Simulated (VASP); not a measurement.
# Pb (P6_3/mmc) in VASP: further runs

Runs on Pb. Level: PBE. Tasks: relaxation of shape and atoms at fixed volume, single point.

Program: VASP 6.6.1. These are calculated values, not measurements. Logs are shortened: lines on timing, memory, paths and dates and some standing lists are left out, and cuts for length are marked.

## (1) The cell of the first run

The structure is hexagonal, space group P6_3/mmc (No. 194). The conventional cell has a = 2.633 Å, b = 2.633 Å, c = 8.508 Å, α = 90.00°, β = 90.00°, γ = 120.00°. Within 3.4 Å of Pb (site symmetry -3m) lie 12 Pb at 2.61 to 2.63 Å. Within 3.4 Å of Pb (site symmetry -6m2) lie 12 Pb at 2.61 to 2.63 Å.

## (2) Relaxation of shape and atoms at fixed volume, PBE

File INCAR:

```
SYSTEM = Pb
PREC = Accurate ; ENCUT = 600
EDIFF = 1E-7 ; ISMEAR = -1
SIGMA = 0.1 ; LREAL = .FALSE.
LASPH = .TRUE. ; NELM = 80
ALGO = Normal ; ISIF = 4
LWAVE = .FALSE. ; LCHARG = .FALSE.
GGA = PE ; IBRION = 2
NSW = 50 ; EDIFFG = -0.005
```

File KPOINTS:

```
regular mesh
0
G
  10 10 3
  0 0 0
```

File POSCAR:

```
Pb
1.0
    2.6328900644      0.0000000000      0.0000000000
   -1.3164450322      2.2801496811      0.0000000000
    0.0000000000      0.0000000000      8.5083841956
Pb
4
Direct
    0.0000000000      0.0000000000      0.0000000000
    0.0000000000      0.0000000000      0.5000000000
    0.3333333333      0.6666666667      0.2500000000
    0.6666666667      0.3333333333      0.7500000000
```

Potentials or basis: VASP PAW PBE potentials, release 64 (Pb_d).

Started as:

```bash
$ cat potpaw_PBE.64/Pb_d/POTCAR > POTCAR
$ mpirun -np 1 vasp_std > vasp.out
```

OUTCAR:

```text
SYSTEM = Pb
   PREC = Accurate
   ENCUT = 600
   EDIFF = 1E-7
   ISMEAR = -1
   LREAL = .FALSE.
   LASPH = .TRUE.
   NELM = 80
   ISIF = 4
   GGA = PE
   IBRION = 2
   NSW = 50
   EDIFFG = -0.005

 ion  position               nearest neighbor table
   1  0.000  0.000  0.000-   3 2.61   4 2.61   3 2.61   4 2.61   4 2.61   3 2.61   4 3.71   3 3.71
                             3 3.71   4 3.71   3 3.71   4 3.71
   2  0.000  0.000  0.500-   3 2.61   4 2.61   3 2.61   4 2.61   4 2.61   3 2.61   4 3.71   3 3.71
                             3 3.71   4 3.71   3 3.71   4 3.71
   3  0.333  0.667  0.250-   1 2.61   2 2.61   1 2.61   2 2.61   1 2.61   2 2.61   1 3.71   2 3.71
                             1 3.71   2 3.71   1 3.71   2 3.71
   4  0.667  0.333  0.750-   1 2.61   2 2.61   1 2.61   2 2.61   1 2.61   2 2.61   1 3.71   2 3.71
                             1 3.71   2 3.71   1 3.71   2 3.71

  LATTYP: Found a hexagonal cell.
 ALAT       =     2.6328900644
 C/A-ratio  =     3.2315759441

  Lattice vectors:

 A1 = (   2.6328900644,   0.0000000000,   0.0000000000)
 A2 = (  -1.3164450322,   2.2801496811,   0.0000000000)
 A3 = (   0.0000000000,   0.0000000000,   8.5083841956)

Analysis of symmetry for initial positions (statically):
=====================================================================
 Subroutine PRICEL returns:
 Original cell was already a primitive cell.

 Routine SETGRP: Setting up the symmetry group for a
 hexagonal supercell.

 Subroutine GETGRP returns: Found 24 space group operations
 (whereof 12 operations were pure point group operations)
 out of a pool of 24 trial point group operations.

The static configuration has the point symmetry D_3d.
 The point group associated with its full space group is D_6h.

Analysis of symmetry for dynamics (positions and initial velocities):
=====================================================================
 Subroutine PRICEL returns:
 Original cell was already a primitive cell.

 Routine SETGRP: Setting up the symmetry group for a
 hexagonal supercell.

 Subroutine GETGRP returns: Found 24 space group operations
 (whereof 12 operations were pure point group operations)
 out of a pool of 24 trial point group operations.

The dynamic configuration has the point symmetry D_3d.
 The point group associated with its full space group is D_6h.

 Subroutine INISYM returns: Found 24 space group operations
 (whereof 12 operations are pure point group operations),
 and found     1 'primitive' translations

----------------------------------------------------------------------------------------

                                     Primitive cell

  volume of cell :      51.0791

  direct lattice vectors                    reciprocal lattice vectors
     2.632890064  0.000000000  0.000000000     0.379810769  0.219283850  0.000000000
    -1.316445032  2.280149681  0.000000000     0.000000000  0.438567699  0.000000000
     0.000000000  0.000000000  8.508384196     0.000000000  0.000000000  0.117531129

  length of vectors
     2.632890064  2.632890064  8.508384196     0.438567699  0.438567699  0.117531129

  position of ions in fractional coordinates (direct lattice)
     0.000000000  0.000000000  0.000000000
     0.000000000  0.000000000  0.500000000
     0.333333333  0.666666667  0.250000000
     0.666666667  0.333333333  0.750000000

  ion indices of the primitive-cell ions
   primitive index   ion index
                 1           1
                 2           2
                 3           3
                 4           4

----------------------------------------------------------------------------------------

 KPOINTS: regular mesh

Automatic generation of k-mesh.
 Grid dimensions read from file:
 generate k-points for:   10   10    3

 Generating k-lattice:

  Cartesian coordinates                     Fractional coordinates (reciprocal lattice)
     0.037981077  0.021928385  0.000000000     0.100000000  0.000000000  0.000000000
     0.000000000  0.043856770  0.000000000     0.000000000  0.100000000  0.000000000
     0.000000000  0.000000000  0.039177043     0.000000000  0.000000000  0.333333333

  Length of vectors
     0.043856770  0.043856770  0.039177043

  Shift w.r.t. Gamma in fractional coordinates (k-lattice)
     0.000000000  0.000000000  0.000000000

 Subroutine IBZKPT returns following result:
 ===========================================

 Found     28 irreducible k-points:

 Following reciprocal coordinates:
            Coordinates               Weight
  0.000000  0.000000  0.000000      1.000000
  0.100000 -0.000000  0.000000      6.000000
  0.200000 -0.000000  0.000000      6.000000
  0.300000  0.000000  0.000000      6.000000
  0.400000 -0.000000  0.000000      6.000000
  0.500000  0.000000  0.000000      3.000000
[... 16 lines left out ...]
  0.300000  0.100000  0.333333     24.000000
  0.400000  0.100000  0.333333     24.000000
 [... further k-points ...]
   k-points           NKPTS =     28   k-points in BZ     NKDIM =     28   number of bands    NBANDS=     33
   number of dos      NEDOS =    301   number of ions     NIONS =      4
   total plane-waves  NPLWV =  40320
   dimension x,y,z NGX =    24 NGY =   24 NGZ =   70
   dimension x,y,z NGXF=    48 NGYF=   48 NGZF=  140
   ions per type =               4
   NGX,Y,Z   is equivalent  to a cutoff of  15.15, 15.15, 13.68 a.u.
   NGXF,Y,Z  is equivalent  to a cutoff of  30.31, 30.31, 27.35 a.u.
 SYSTEM =  Pb
   PREC   = accura    normal or accurate (medium, high low for compatibility)
   ISTART =      0    job   : 0-new  1-cont  2-samecut
   ICHARG =      2    charge: 1-file 2-atom 10-const
   ISPIN  =      1    spin polarized calculation?
   LNONCOLLINEAR =      F non collinear calculations
   LSORBIT =      F    spin-orbit coupling
   LASPH  =      T    aspherical Exc in radial PAW
   ENCUT  =  600.0 eV  44.10 Ry    6.64 a.u.   5.26  5.26 16.99*2*pi/ulx,y,z
   NELM   =     80;   NELMIN=  2; NELMDL= -5     # of ELM steps
   EDIFF  = 0.1E-06   stopping-criterion for ELM
   LREAL  =      F    real-space projection
   EDIFFG = -.5E-02   stopping-criterion for IOM
   NSW    =     50    number of steps for IOM
   IBRION =      2    ionic relax: 0-MD 1-quasi-New 2-CG
   NFREE  =      1    steps in history (QN), initial steepest desc. (CG)
   ISIF   =      4    stress and relaxation
   ISYM   =      2    0-nonsym 1-usesym 2-fastsym
   POTIM  = 0.5000    time-step for ionic-motion
   TEBEG  =    0.0;   TEEND  =   0.0 temperature during run
   PSTRESS=    0.0 pullay stress
   NELECT =      56.0000    total number of electrons
   NUPDOWN=      -1.0000    fix difference up-down
   EMIN   =  10.00;   EMAX   =-10.00  energy-range for DOS
   EFERMI =   0.00;   METHOD = LEGACY
   ISMEAR =    -1;   SIGMA  =   0.10  broadening in eV -4-tet -1-fermi 0-gaus
   EFERMI_NEDOS =   21; number of points for ismear=-14 and -15
   IALGO  =     38    algorithm
   IMIX   =      4    mixing-type and parameters
     AMIX     =   0.40;   BMIX     =  1.00
     AMIX_MAG =   1.60;   BMIX_MAG =  1.00
  volume/ion in A,a.u.               =      12.77        86.17
  Fermi-wavevector in a.u.,A,eV,Ry     =   1.688067  3.189985 38.770774  2.849572
  Thomas-Fermi vector in A             =   2.770440
   LORBIT       =      0    0 simple, 1 ext, 2 COOP (PROOUT), +10 PAW based schemes
   GGA     = PE    functional components
   LHFCALC =     F    Hartree Fock is set to
   AEXX    =    0.0000 exact exchange contribution
   IVDW    =     0    specifies the selected vdW correction
   LEPSILON=     F    determine dielectric tensor
   LRPA    =     F    only Hartree local field effects (RPA)
 conjugate gradient relaxation of ions
 non-spin polarized calculation
  energy-cutoff  :      600.00
  volume of cell :       51.08
 maximum number of plane-waves:      1726
 NGX is ok and might be reduce to    24
   NGX = 11   NGY = 11   NGZ = 33

--------------------------------------- Ionic step        1  -------------------------------------------

 number of electron      56.0000004 magnetization

 Free energy of the ion-electron system (eV)
  ---------------------------------------------------
  ext. energy  EPLUGINS =         0.00000000
  ---------------------------------------------------
  free energy    TOTEN  =        19.63056623 eV

  energy without entropy =       19.67207129  energy(sigma->0) =       19.65131876

------------------------ aborting loop because EDIFF is reached ----------------------------------------

  FORCE on cell =-STRESS in cart. coord.  units (eV):
  Direction    XX          YY          ZZ          XY          YZ          ZX
  --------------------------------------------------------------------------------------
  -------------------------------------------------------------------------------------
  Total      109.4264951    109.4264951    114.1448589     -0.0000000     -0.0000000      0.0000000
  in kB     3432.3367968   3432.3367967   3580.3358147     -0.0000000     -0.0000000      0.0000000
  external PRESSURE =    3481.6698028 kB  Pullay stress =       0.0000000 kB

 VOLUME and BASIS-vectors are now :
 -----------------------------------------------------------------------------
  energy-cutoff  :      600.00
  volume of cell :       51.08
      direct lattice vectors                 reciprocal lattice vectors
     2.632890064  0.000000000  0.000000000     0.379810769  0.219283850  0.000000000
    -1.316445032  2.280149681  0.000000000     0.000000000  0.438567699  0.000000000
     0.000000000  0.000000000  8.508384196     0.000000000  0.000000000  0.117531129
[... 77 lines left out ...]
 POSITION                                       TOTAL-FORCE (eV/Angst)
 -----------------------------------------------------------------------------------
      0.00000      0.00000      0.00000        -0.000000     -0.000000      0.000000
      0.00000     -0.00000      4.30513        -0.000000     -0.000000      0.000000
     -0.00000      1.51108      2.15256         0.000000     -0.000000     -0.000000
      1.30863      0.75554      6.45769        -0.000000      0.000000      0.000000
 -----------------------------------------------------------------------------------
    total drift:                               -0.000000      0.000000      0.000000

  FREE ENERGIE OF THE ION-ELECTRON SYSTEM (eV)
  ---------------------------------------------------
  free  energy   TOTEN  =        19.6024803772 eV

  energy  without entropy=       19.6402882539  energy(sigma->0) =       19.62138432

--------------------------------------- Ionic step        4  -------------------------------------------

 number of electron      55.9999993 magnetization

 Free energy of the ion-electron system (eV)
  ---------------------------------------------------
  ext. energy  EPLUGINS =         0.00000000
  ---------------------------------------------------
  free energy    TOTEN  =        19.60247245 eV

  energy without entropy =       19.64036069  energy(sigma->0) =       19.62141657

 E-fermi :  23.5670     XC(G=0): -15.1092

 val. band max:       23.5514246911   @ k =   0.2000   0.1000   0.0000
 cond. band min:      23.7069268118   @ k =   0.3000   0.3000   0.3333
 fundamental gap:      0.1555021207
 Fermi energy:        23.5669674710

 k-point     1 :       0.0000    0.0000    0.0000
  band No.  band energies     occupation
      1       0.8790      2.00000
      2       1.0142      2.00000
      3       1.4653      2.00000
      4       1.4664      2.00000
      5       2.4575      2.00000
      6       2.4984      2.00000
[... 853 lines left out ...]
     32      26.0723      0.00000
     33      28.2870      0.00000

 [... further k-points ...]

------------------------ aborting loop because EDIFF is reached ----------------------------------------

  FORCE on cell =-STRESS in cart. coord.  units (eV):
  Direction    XX          YY          ZZ          XY          YZ          ZX
  --------------------------------------------------------------------------------------
  -------------------------------------------------------------------------------------
  Total      110.9717846    110.9717846    110.9859149      0.0000000     -0.0000000      0.0000000
  in kB     3480.8072714   3480.8072712   3481.2504890      0.0000000     -0.0000000      0.0000000
  external PRESSURE =    3480.9550105 kB  Pullay stress =       0.0000000 kB

 VOLUME and BASIS-vectors are now :
 -----------------------------------------------------------------------------
  energy-cutoff  :      600.00
  volume of cell :       51.08
      direct lattice vectors                 reciprocal lattice vectors
     2.617579435  0.000000000  0.000000000     0.382032341  0.220566475  0.000000000
    -1.308789717  2.266890287  0.000000000     0.000000000  0.441132950  0.000000000
     0.000000000 -0.000000000  8.608209018     0.000000000  0.000000000  0.116168183

 POSITION                                       TOTAL-FORCE (eV/Angst)
 -----------------------------------------------------------------------------------
      0.00000      0.00000      0.00000         0.000000     -0.000000      0.000000
      0.00000     -0.00000      4.30410         0.000000      0.000000      0.000000
     -0.00000      1.51126      2.15205        -0.000000     -0.000000      0.000000
      1.30879      0.75563      6.45616        -0.000000      0.000000     -0.000000
 -----------------------------------------------------------------------------------
    total drift:                               -0.000000      0.000000      0.000000

  FREE ENERGIE OF THE ION-ELECTRON SYSTEM (eV)
  ---------------------------------------------------
  free  energy   TOTEN  =        19.6024724534 eV

  energy  without entropy=       19.6403606859  energy(sigma->0) =       19.62141657

 reached required accuracy - stopping structural energy minimisation
```

Run time: 2.4 min. Hardware: 1 thread of Intel Xeon Platinum 8488C (Sapphire Rapids), shared host; peak memory 0.2 GiB.

Results:

| Property | Result |
| --- | --- |
| Free energy | 19.6025 eV |
| Energy gained by relaxing | 7.0 meV/atom |
| Ionic steps | 4 |
| Pressure after relaxing | 348.1 GPa |
| Band gap on the k mesh | zero (band 28 reaches 30.27 eV, above the bottom of band 29 at 19.71 eV) |

Step by step:
```
step  energy change (eV)  largest force (eV/Å)  pressure (GPa)  volume (Å³)
   1              0.0000                0.0000          348.17        51.08
   2              0.1200                0.0000          348.94        51.08
   3             -0.0281                0.0000          348.10        51.08
   4             -0.0281                0.0000          348.10        51.08
```

Final structure:
```
CELL_PARAMETERS angstrom
2.61758 0.00000 0.00000
-1.30879 2.26689 0.00000
0.00000 0.00000 8.60821
ATOMIC_POSITIONS crystal
Pb 0.00000 0.00000 0.00000
Pb 0.00000 0.00000 0.50000
Pb 0.33333 0.66667 0.25000
Pb 0.66667 0.33333 0.75000
```

Caveat: spin-orbit coupling is left out, which moves the levels of the heavy elements.

[end of part 1 of 2]
